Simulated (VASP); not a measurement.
# SnO in VASP: single point with PBE+D3(BJ)

Aim: the single point of SnO with PBE+D3(BJ).

Program: VASP 6.6.1. These are calculated values, not measurements. Logs are shortened: lines on timing, memory, paths and dates and some standing lists are left out, and cuts for length are marked.

## Step 1: The cell of the first run

The cell holds a slab with vacuum, 8 atoms: a = 3.820 Å, b = 3.820 Å, c = 22.226 Å, α = 90.00°, β = 90.00°, γ = 90.00°.

## Step 2: Single point, PBE+D3(BJ)

Input file INCAR:

```
PREC = Accurate ; ENCUT = 520
EDIFF = 1E-7 ; ISMEAR = 0
SIGMA = 0.05 ; LREAL = F
LASPH = T ; NELM = 80
ALGO = Normal ; ISIF = 2
LWAVE = F ; LCHARG = F
LDIPOL = T ; IDIPOL = 3
DIPOL = 0.5 0.5 0.403 ; GGA = PE
IVDW = 12 ; NBANDS = 50
```

Input file KPOINTS:

```
Automatic mesh
0
Gamma
  7 7 1
```

Input file POSCAR:

```
SnO
1.0
    3.8201527579      0.0002954580      0.0000000000
   -0.0003145460      3.8201527564      0.0000000000
    0.0000000000      0.0000000000     22.2260749779
Sn O
4 4
Direct
    0.9999453016      0.9999453016      0.2024648978
    0.4999453016      0.4999453016      0.3087831520
    0.6249453016      0.8749453016      0.4977503900
    0.1249453016      0.3749453016      0.6040686442
    0.9999461181      0.4999461181      0.2556240249
    0.4999461181      0.9999461181      0.2556240249
    0.6249461181      0.3749461181      0.5509095171
    0.1249461181      0.8749461181      0.5509095171
```

Potentials or basis: VASP PAW PBE potentials, release 64 (Sn_d, O).

The run is started by

```
> cat potpaw_PBE.64/Sn_d/POTCAR potpaw_PBE.64/O/POTCAR > POTCAR
> mpirun -np 1 vasp_std > vasp.out
```

OUTCAR:

```text
PREC = Accurate
   ENCUT = 520
   EDIFF = 1E-7
   ISMEAR = 0
   LREAL = F
   LASPH = T
   NELM = 80
   ISIF = 2
   GGA = PE
   IVDW = 12
 IVDW          = 12

 ion  position               nearest neighbor table
   1  1.000  1.000  0.202-   6 2.25   5 2.25   6 2.25   5 2.25   2 3.59   2 3.59   2 3.59   2 3.59

   2  0.500  0.500  0.309-   5 2.25   6 2.25   5 2.25   6 2.25   1 3.59   1 3.59   1 3.59   1 3.59

   3  0.625  0.875  0.498-   8 2.25   7 2.25   8 2.25   7 2.25   4 3.59   4 3.59   4 3.59   4 3.59

   4  0.125  0.375  0.604-   7 2.25   8 2.25   7 2.25   8 2.25   3 3.59   3 3.59   3 3.59   3 3.59

   5  1.000  0.500  0.256-   2 2.25   1 2.25   2 2.25   1 2.25
   6  0.500  1.000  0.256-   1 2.25   2 2.25   1 2.25   2 2.25
   7  0.625  0.375  0.551-   4 2.25   3 2.25   4 2.25   3 2.25
   8  0.125  0.875  0.551-   3 2.25   4 2.25   3 2.25   4 2.25

  LATTYP: Found a simple tetragonal cell.
 ALAT       =     3.8201527693
 C/A-ratio  =     5.8181115573

  Lattice vectors:

 A1 = (   3.8201527579,   0.0002954580,   0.0000000000)
 A2 = (  -0.0003145460,   3.8201527564,   0.0000000000)
 A3 = (   0.0000000000,   0.0000000000,  22.2260749779)

Analysis of symmetry for initial positions (statically):
=====================================================================
 Subroutine PRICEL returns:
 Original cell was already a primitive cell.

 Routine SETGRP: Setting up the symmetry group for a
 simple tetragonal supercell.

 Subroutine GETGRP returns: Found  2 space group operations
 (whereof  1 operations were pure point group operations)
 out of a pool of 16 trial point group operations.

The static configuration has the point symmetry C_1 .
 The point group associated with its full space group is S_2 .

Analysis of symmetry for dynamics (positions and initial velocities):
=====================================================================
 Subroutine PRICEL returns:
 Original cell was already a primitive cell.

 Routine SETGRP: Setting up the symmetry group for a
 simple tetragonal supercell.

 Subroutine GETGRP returns: Found  2 space group operations
 (whereof  1 operations were pure point group operations)
 out of a pool of 16 trial point group operations.

The dynamic configuration has the point symmetry C_1 .
 The point group associated with its full space group is S_2 .

 Subroutine INISYM returns: Found  2 space group operations
 (whereof  1 operations are pure point group operations),
 and found     1 'primitive' translations

----------------------------------------------------------------------------------------

[... 119 lines left out ...]
   EFERMI_NEDOS =   21; number of points for ismear=-14 and -15
   IALGO  =     38    algorithm
   IMIX   =      4    mixing-type and parameters
     AMIX     =   0.40;   BMIX     =  1.00
     AMIX_MAG =   1.60;   BMIX_MAG =  1.00
  volume/ion in A,a.u.               =      40.54       273.61
  Fermi-wavevector in a.u.,A,eV,Ry     =   1.026668  1.940121 14.341186  1.054047
  Thomas-Fermi vector in A             =   2.160573
   LORBIT       =      0    0 simple, 1 ext, 2 COOP (PROOUT), +10 PAW based schemes
   GGA     = PE    functional components
   LHFCALC =     F    Hartree Fock is set to
   AEXX    =    0.0000 exact exchange contribution
   IVDW    =    12    specifies the selected vdW correction
   LEPSILON=     F    determine dielectric tensor
   LRPA    =     F    only Hartree local field effects (RPA)
 non-spin polarized calculation
 Gauss-broadening in eV      SIGMA  =   0.05
  energy-cutoff  :      520.00
  volume of cell :      324.36
 maximum number of plane-waves:      8769
   NGX = 15   NGY = 15   NGZ = 83

 dipolmoment           0.000000      0.000000      0.000030 electrons x Angstroem

 number of electron      79.9999970 magnetization

 dipolmoment           0.000000      0.000000     -0.000002 electrons x Angstroem

 Free energy of the ion-electron system (eV)
  ---------------------------------------------------
  ext. energy  EPLUGINS =         0.00000000
  ---------------------------------------------------
  free energy    TOTEN  =       -45.16921730 eV

  energy without entropy =      -45.16921730  energy(sigma->0) =      -45.16921730

 E-fermi :   0.0459     XC(G=0):  -5.3184

 val. band max:       -0.2083564426   @ k =  -0.1429   0.1429   0.0000
 cond. band min:       2.3023091673   @ k =   0.4286  -0.0000   0.0000
 fundamental gap:      2.5106656099
 Fermi energy:         0.0458700044

 k-point     1 :       0.0000    0.0000    0.0000
  band No.  band energies     occupation
      1     -21.0537      2.00000
      2     -21.0537      2.00000
      3     -20.6931      2.00000
      4     -20.6931      2.00000
      5     -20.6555      2.00000
      6     -20.6553      2.00000
[... 1261 lines left out ...]
     49       6.1304      0.00000
     50       6.3820      0.00000

 [... further k-points ...]

------------------------ aborting loop because EDIFF is reached ----------------------------------------

 vacuum level on the upper side and lower side of the slab       (xc-potential included)        -0.126        -0.121

 Edisp (eV)   -1.23802

 E8    (eV) :    -0.5474

  FORCE on cell =-STRESS in cart. coord.  units (eV):
  Direction    XX          YY          ZZ          XY          YZ          ZX
  --------------------------------------------------------------------------------------
  -------------------------------------------------------------------------------------
  Total       0.17276     0.22859    -0.07866     0.01336     0.16270     0.10640
  in kB       0.85334     1.12911    -0.38854     0.06598     0.80366     0.52555
  external pressure =        0.53 kB  Pullay stress =        0.00 kB

 VOLUME and BASIS-vectors are now :
 -----------------------------------------------------------------------------
  energy-cutoff  :      520.00
  volume of cell :      324.36
      direct lattice vectors                 reciprocal lattice vectors
     3.820152758  0.000295458  0.000000000     0.261769635  0.000021554  0.000000000
    -0.000314546  3.820152756  0.000000000    -0.000020246  0.261769635  0.000000000
     0.000000000  0.000000000 22.226074978     0.000000000  0.000000000  0.044992200

 POSITION                                       TOTAL-FORCE (eV/Angst)
 -----------------------------------------------------------------------------------
      3.81963      3.82024      4.50000        -0.002026     -0.003091     -0.081786
      1.90971      1.91002      6.86304        -0.008673     -0.017231      0.133353
      2.38711      3.34261     11.06304         0.008673      0.017231     -0.133353
      0.47719      1.43239     13.42607         0.002026      0.003091      0.081786
      3.81979      1.91017      5.68152        -0.011993      0.006112      0.007363
      1.90956      3.82009      5.68152         0.004218     -0.015676      0.006832
      2.38727      1.43254     12.24456        -0.004218      0.015676     -0.006832
      0.47704      3.34246     12.24456         0.011993     -0.006112     -0.007363
 -----------------------------------------------------------------------------------
    total drift:                               -0.013970     -0.013972     -0.000068

  FREE ENERGIE OF THE ION-ELECTRON SYSTEM (eV)
  ---------------------------------------------------
  free  energy   TOTEN  =       -46.4072348399 eV

  energy  without entropy=      -46.4072348399  energy(sigma->0) =      -46.40723484

 vacuum level on the upper side and lower side of the slab         4.811         4.817
```

Run time: 6.1 min. Hardware: 1 thread of Intel Xeon 6975P-C (Granite Rapids), shared host; peak memory 0.52 GiB.

Results:

```yaml
Free_energy: -46.4072 eV
Largest_force: 0.135 eV/Å
Band_gap_on_the_k_mesh: 2.51 eV, indirect (least direct gap 2.57 eV)
Dispersion_energy_per_atom: -0.155 eV
```

Forces on the atoms (eV/Å):
```
Sn  -0.002 -0.003 -0.082
Sn  -0.009 -0.017  0.133
Sn   0.009  0.017 -0.133
Sn   0.002  0.003  0.082
O   -0.012  0.006  0.007
O    0.004 -0.016  0.007
O   -0.004  0.016 -0.007
O    0.012 -0.006 -0.007
```

Caveat: spin-orbit coupling is left out, which moves the levels of the heavy elements.
